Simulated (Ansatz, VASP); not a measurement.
# Two plane-wave programs on InSb

```
In Sb
1.0
     0.00000    3.25809    2.88569
     3.25809    0.00000    2.88569
     3.25809    3.25809    0.00000
In Sb
1 1
Direct
  0.00000 0.00000 0.00000
  0.50000 0.50000 0.50000
```

Alike in both runs: task single point; functional PBE; k mesh 14 × 14 × 14; occupations gaussian, width 0.15 eV; no spin polarisation.

|  | VASP | Ansatz |
| --- | --- | --- |
| version | VASP 6.6.1 | Ansatz 0.2.0 |
| potentials or method | VASP PAW PBE potentials, release 64 (In_d, Sb), cutoff 520 eV | scalar-relativistic, plane waves, PAW |
| valence electrons in the cell | 18 | 28 |

VASP gave:

| Item | Value |
| --- | --- |
| gap on the k mesh at the Fermi level (eV) | none |
| pressure (GPa) | -0.7 |
| traceless stress, the component that is largest in VASP (GPa) | 6.61 |

Q: Which values does Ansatz return?

A: gap on the k mesh at the Fermi level (eV): none; pressure (GPa): -0.7; traceless stress, the component that is largest in VASP (GPa): 6.62.

A gap of «none» marks a metal or a gap that the smearing closes. The functional is the same, so the differences come from potentials, cutoffs and numerics. VASP's potentials hold 18 valence electrons a cell and Ansatz's 28, so a difference there can come from the potentials and not from the codes.

Neither program's run includes spin-orbit coupling.
